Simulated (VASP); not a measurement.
# CrO2 (P4_2/mnm) in VASP: a series of runs

The runs below take CrO2 through single point, relaxation of cell and atoms, with PBE.

Program: VASP 6.6.1. These are calculated values, not measurements. Logs are shortened: lines on timing, memory, paths and dates and some standing lists are left out, and cuts for length are marked.

## Step 1: The cell of the first run

It takes space group P4_2/mnm (No. 136, tetragonal). The conventional cell has a = 4.441 Å, b = 4.441 Å, c = 2.923 Å, α = 90.00°, β = 90.00°, γ = 90.00°. Within 2.5 Å of Cr (site symmetry mmm) lie 6 O at 1.90 to 1.91 Å. Within 2.5 Å of O (site symmetry m2m) lie 3 Cr at 1.90 to 1.91 Å and 1 O at 2.47 Å.

## Step 2: Single point, PBE, collinear spin, ferromagnetic start

Contents of INCAR:

```
  PREC = Accurate
  ENCUT = 520
  EDIFF = 1E-6
  ISMEAR = 0
  SIGMA = 0.1
  LREAL = F
  LASPH = T
  NELM = 150
  ALGO = Normal
  ISIF = 2
  LWAVE = F
  LCHARG = T
  ISPIN = 2
  MAGMOM = 1.9 1.9 0 0 0 0
  LORBIT = 11
  LMAXMIX = 4
  GGA = PE
  LELF = T
  LVHAR = T
  NBANDS = 37
```

Contents of KPOINTS:

```
regular mesh
0
Gamma
  4 4 6
```

Contents of POSCAR:

```
CrO2
1.0
    4.4407916467      0.0000000000      0.0000000000
    0.0000000000      4.4407916467      0.0000000000
    0.0000000000      0.0000000000      2.9227454925
Cr O
2 4
Direct
    0.0000000000      0.0000000000      0.5000000000
    0.5000000000      0.5000000000      0.0000000000
    0.1967873609      0.1967873609      0.0000000000
    0.3032126391      0.6967873609      0.5000000000
    0.8032126391      0.8032126391      0.0000000000
    0.6967873609      0.3032126391      0.5000000000
```

Potentials or basis: VASP PAW PBE potentials, release 64 (Cr_pv, O).

Started as:

```sh
$ cat potpaw_PBE.64/Cr_pv/POTCAR potpaw_PBE.64/O/POTCAR > POTCAR
$ mpirun -np 1 vasp_std > vasp.out
```

OUTCAR:

```text
PREC = Accurate
   ENCUT = 520
   EDIFF = 1E-6
   ISMEAR = 0
   LREAL = F
   LASPH = T
   NELM = 150
   ISIF = 2
   ISPIN = 2
   LORBIT = 11
   GGA = PE

 ion  position               nearest neighbor table
   1  0.000  0.000  0.500-   4 1.90   6 1.90   5 1.91   3 1.91   3 1.91   5 1.91
   2  0.500  0.500  0.000-   3 1.90   5 1.90   4 1.91   6 1.91   4 1.91   6 1.91
   3  0.197  0.197  0.000-   2 1.90   1 1.91   1 1.91
   4  0.303  0.697  0.500-   1 1.90   2 1.91   2 1.91
   5  0.803  0.803  0.000-   2 1.90   1 1.91   1 1.91
   6  0.697  0.303  0.500-   1 1.90   2 1.91   2 1.91

  LATTYP: Found a simple tetragonal cell.
 ALAT       =     4.4407916467
 C/A-ratio  =     0.6581586629

  Lattice vectors:

 A1 = (   4.4407916467,   0.0000000000,   0.0000000000)
 A2 = (   0.0000000000,   4.4407916467,   0.0000000000)
 A3 = (   0.0000000000,   0.0000000000,   2.9227454925)

Analysis of symmetry for initial positions (statically):
=====================================================================
 Subroutine PRICEL returns:
 Original cell was already a primitive cell.

 Routine SETGRP: Setting up the symmetry group for a
 simple tetragonal supercell.

 Subroutine GETGRP returns: Found 16 space group operations
 (whereof  8 operations were pure point group operations)
 out of a pool of 16 trial point group operations.

The static configuration has the point symmetry D_2h.
 The point group associated with its full space group is D_4h.

Analysis of symmetry for dynamics (positions and initial velocities):
=====================================================================
 Subroutine PRICEL returns:
 Original cell was already a primitive cell.

 Routine SETGRP: Setting up the symmetry group for a
 simple tetragonal supercell.

 Subroutine GETGRP returns: Found 16 space group operations
 (whereof  8 operations were pure point group operations)
 out of a pool of 16 trial point group operations.

The dynamic configuration has the point symmetry D_2h.
 The point group associated with its full space group is D_4h.

Analysis of structural, dynamic, and magnetic symmetry:
=====================================================================
 Subroutine PRICEL returns:
 Original cell was already a primitive cell.

 Routine SETGRP: Setting up the symmetry group for a
 simple tetragonal supercell.

[... 142 lines left out ...]
   LRPA    =     F    only Hartree local field effects (RPA)
 spin polarized calculation
 Gauss-broadening in eV      SIGMA  =   0.10
  energy-cutoff  :      520.00
  volume of cell :       57.64
 maximum number of plane-waves:      1575
 NGX is ok and might be reduce to    36
   NGX = 17   NGY = 17   NGZ = 11

 number of electron      48.0000007 magnetization       3.9998430

 Free energy of the ion-electron system (eV)
  ---------------------------------------------------
  ext. energy  EPLUGINS =         0.00000000
  ---------------------------------------------------
  free energy    TOTEN  =       -50.35094947 eV

  energy without entropy =      -50.34182448  energy(sigma->0) =      -50.34638698

 E-fermi :   5.5317     XC(G=0): -11.8460

 val. band max:        5.5084805367   @ k =   0.0000   0.0000   0.5000
 cond. band min:       5.5982356293   @ k =   0.5000   0.5000   0.5000
 fundamental gap:      0.0897550926
 Fermi energy:         5.5317320976

 spin component 1

 k-point     1 :       0.0000    0.0000    0.0000
  band No.  band energies     occupation
      1     -39.3911      1.00000
      2     -39.3911      1.00000
      3     -39.2696      1.00000
      4     -39.2696      1.00000
      5     -39.1913      1.00000
      6     -39.1780      1.00000
[... 925 lines left out ...]
     35      16.8780      0.00000
     36      16.8780      0.00000
 Fermi energy:         5.5317320976

 spin component 2

 k-point     1 :       0.0000    0.0000    0.0000
  band No.  band energies     occupation
      1     -37.3671      1.00000
      2     -37.3671      1.00000
      3     -37.0266      1.00000
      4     -37.0266      1.00000
      5     -36.8227      1.00000
      6     -36.8067      1.00000
[... 925 lines left out ...]
     35      17.0004      0.00000
     36      17.0004      0.00000
 [bands above 36 left out]

------------------------ aborting loop because EDIFF is reached ----------------------------------------

  FORCE on cell =-STRESS in cart. coord.  units (eV):
  Direction    XX          YY          ZZ          XY          YZ          ZX
  --------------------------------------------------------------------------------------
  -------------------------------------------------------------------------------------
  Total        0.3111300      0.3111300      0.2357784      0.0000000      0.0000000      0.0000000
  in kB        8.6484966      8.6484966      6.5539441      0.0000000      0.0000000      0.0000000
  external PRESSURE =       7.9503125 kB  Pullay stress =       0.0000000 kB

 VOLUME and BASIS-vectors are now :
 -----------------------------------------------------------------------------
  energy-cutoff  :      520.00
  volume of cell :       57.64
      direct lattice vectors                 reciprocal lattice vectors
     4.440791647  0.000000000  0.000000000     0.225185075  0.000000000  0.000000000
     0.000000000  4.440791647  0.000000000     0.000000000  0.225185075  0.000000000
     0.000000000  0.000000000  2.922745492     0.000000000  0.000000000  0.342144057

 POSITION                                       TOTAL-FORCE (eV/Angst)
 -----------------------------------------------------------------------------------
      0.00000      0.00000      1.46137         0.000000      0.000000     -0.000000
      2.22040      2.22040      0.00000         0.000000      0.000000     -0.000000
      0.87389      0.87389      0.00000        -0.017241     -0.017241      0.000000
      1.34650      3.09429      1.46137         0.017241     -0.017241     -0.000000
      3.56690      3.56690      0.00000         0.017241      0.017241     -0.000000
      3.09429      1.34650      1.46137        -0.017241      0.017241     -0.000000
 -----------------------------------------------------------------------------------
    total drift:                                0.000000      0.000000      0.000000

  FREE ENERGIE OF THE ION-ELECTRON SYSTEM (eV)
  ---------------------------------------------------
  free  energy   TOTEN  =       -50.3509494731 eV

  energy  without entropy=      -50.3418244811  energy(sigma->0) =      -50.34638698

 total charge

# of ion       s       p       d       tot
------------------------------------------
    1        0.362   6.455   4.015  10.833
    2        0.362   6.455   4.015  10.833
    3        1.572   3.459   0.000   5.030
    4        1.572   3.459   0.000   5.030
    5        1.572   3.459   0.000   5.030
    6        1.572   3.459   0.000   5.030
--------------------------------------------------
tot          7.012  26.745   8.031  41.787

 magnetization (x)

# of ion       s       p       d       tot
------------------------------------------
    1        0.024   0.031   2.048   2.104
    2        0.024   0.031   2.048   2.104
    3       -0.003  -0.074   0.000  -0.077
    4       -0.003  -0.074   0.000  -0.077
    5       -0.003  -0.074   0.000  -0.077
    6       -0.003  -0.074   0.000  -0.077
--------------------------------------------------
tot          0.038  -0.234   4.096   3.900
```

OSZICAR:

```text
N       E                     dE             d eps       ncg     rms          rms(c)
DAV:   1     0.589339757057E+03    0.58934E+03   -0.25984E+04  3568   0.146E+03
DAV:   2    -0.154949025442E+02   -0.60483E+03   -0.55485E+03  3739   0.451E+02
DAV:   3    -0.655046045670E+02   -0.50010E+02   -0.49116E+02  3942   0.141E+02
DAV:   4    -0.663382488429E+02   -0.83364E+00   -0.82997E+00  3988   0.189E+01
DAV:   5    -0.663578053343E+02   -0.19556E-01   -0.19458E-01  4878   0.263E+00    0.407E+01
DAV:   6    -0.585011171238E+02    0.78567E+01   -0.82221E+01  4292   0.828E+01    0.398E+01
DAV:   7    -0.528917238526E+02    0.56094E+01   -0.62070E+01  3991   0.834E+01    0.184E+01
DAV:   8    -0.507049797562E+02    0.21867E+01   -0.50045E+00  3995   0.192E+01    0.667E+00
DAV:   9    -0.503318407874E+02    0.37314E+00   -0.82584E-01  4485   0.910E+00    0.234E+00
DAV:  10    -0.503519333807E+02   -0.20093E-01   -0.15433E-01  3747   0.286E+00    0.147E+00
DAV:  11    -0.503537512415E+02   -0.18179E-02   -0.24088E-02  3842   0.170E+00    0.658E-01
DAV:  12    -0.503513521238E+02    0.23991E-02   -0.38378E-03  4079   0.659E-01    0.278E-01
DAV:  13    -0.503509700239E+02    0.38210E-03   -0.10623E-03  4410   0.362E-01    0.769E-02
DAV:  14    -0.503509596168E+02    0.10407E-04   -0.18647E-04  3888   0.909E-02    0.461E-02
DAV:  15    -0.503509514766E+02    0.81403E-05   -0.41973E-05  3903   0.627E-02    0.193E-02
DAV:  16    -0.503509496279E+02    0.18487E-05   -0.84112E-06  3806   0.177E-02    0.106E-02
DAV:  17    -0.503509494731E+02    0.15479E-06   -0.10832E-06  2438   0.113E-02
   1 F= -.50350949E+02 E0= -.50346387E+02  d E =-.912499E-02  mag=     4.0000
```

Wall time 1.7 min (1 thread of Intel Xeon Platinum 8259CL at 2.50GHz (Skylake/Cascade Lake), shared host); peak memory 0.23 GiB.

Results:

```
Free energy                                           : -50.3509 eV
Pressure                                              : 0.8 GPa
Largest force                                         : 0.024 eV/Å
Band gap on the k mesh                                : zero (filled and empty bands overlap)
Net moment                                            : 4.00 μB per cell
Site moments                                          : Cr +2.10; O -0.08 μB
Valence electrons inside the program's atomic spheres : Cr 10.83; O 5.03
```

Forces in eV/Å, atoms in the order of the input:
```
Cr   0.000  0.000  0.000
Cr   0.000  0.000  0.000
O   -0.017 -0.017  0.000
O    0.017 -0.017  0.000
O    0.017  0.017  0.000
O   -0.017  0.017  0.000
```

Caveat: semilocal functionals often make such compounds metallic where correlation or magnetic order opens a gap, which also shifts bond lengths; only a ferromagnetic start was run, and an antiferromagnetic order may lie lower in energy.

(Continued in part 2 of 2.)
